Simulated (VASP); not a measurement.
A run of VASP 6.6.1:

The input INCAR:

```
PREC = Accurate ; ENCUT = 600
EDIFF = 1E-6 ; ISMEAR = 0
SIGMA = 0.1 ; LREAL = False
LASPH = True ; NELM = 60
ALGO = Fast ; ISIF = 3
LWAVE = False ; LCHARG = False
GGA = PE ; IBRION = 2
NSW = 100 ; EDIFFG = -0.01
```

The input KPOINTS:

```
Automatic mesh
0
Gamma
  12 12 10
```

POSCAR

```
BaBe5
1.0
    5.1307142588      0.0000000000      0.0000000000
   -2.5653571294      4.4433288877      0.0000000000
    0.0000000000      0.0000000000      3.7363553460
Ba Be
1 5
Direct
    0.0000000000      0.0000000000      0.0000000000
    0.3333333333      0.6666666667      0.0000000000
    0.6666666667      0.3333333333      0.0000000000
    0.5000000000      0.0000000000      0.5000000000
    0.5000000000      0.5000000000      0.5000000000
    0.0000000000      0.5000000000      0.5000000000
```

Potentials or basis: VASP PAW PBE potentials, release 64 (Ba_sv, Be).

The run is started by

```console
$ cat potpaw_PBE.64/Ba_sv/POTCAR potpaw_PBE.64/Be/POTCAR > POTCAR
$ mpirun -np 1 vasp_std > vasp.out
```

Hardware: 1 thread of Intel Xeon 8259CL (shared host).

Problem. How long does it take, and how much memory?

Solution. Wall time 7.9 min on 1 thread of Intel Xeon 8259CL, with other jobs on the host, peak memory 0.36 GiB. Counts: scf iterations 28, k points 114, ion steps 3.
